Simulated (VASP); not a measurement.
Wanted: the native input for a VASP 6.6.1 run.

| Item | Value |
| --- | --- |
| Task | single point |
| Functional | PBE |
| Potentials or basis | VASP PAW PBE potentials, release 64 (I) |
| Cutoff | 520 eV |
| k mesh | 6 × 3 × 6 |
| Occupations | fermi-dirac, width 0.1 eV |
| Spin | no spin polarisation |
| Dipole correction | no |
| Further INCAR settings | ALGO = Normal; EDIFF = 1e-07; NBANDS = 22 |

The structure of I lies in POSCAR:

```
I
1.0
   -4.5133260235      0.0000000000      2.3119720692
    0.0000000000     -9.8178452248      0.0000000000
    4.5133260235      0.0000000000      2.3119720692
I
4
Direct
    0.1592483286      0.8779603934      0.1592483286
    0.6592483286      0.6220396066      0.6592483286
    0.8407516714      0.1220396066      0.8407516714
    0.3407516714      0.3779603934      0.3407516714
```

The input as run:

INCAR

```
PREC = Accurate
ENCUT = 520
EDIFF = 1E-7
ISMEAR = -1
SIGMA = 0.1
LREAL = False
LASPH = True
NELM = 100
ALGO = Normal
ISIF = 2
LWAVE = False
LCHARG = False
GGA = PE
NBANDS = 22
```

KPOINTS

```
regular mesh
0
Gamma
  6 3 6
```

Potentials or basis: VASP PAW PBE potentials, release 64 (I).

Launch:

```bash
$ cat potpaw_PBE.64/I/POTCAR > POTCAR
$ mpirun -np 1 vasp_std > vasp.out
```

Results of the run:

```
Pressure               : 0.0 GPa
Largest force          : 0.016 eV/Å
Band gap on the k mesh : 1.07 eV (least direct gap 1.09 eV)
```

Caveat: spin-orbit coupling is left out, which moves the levels of the heavy elements; an odd mesh through Γ misses points on the zone boundary, where band edges can lie.

Wall time 3.1 min on 1 thread of Intel Xeon 8259CL, on a shared host, peak memory 0.38 GiB.
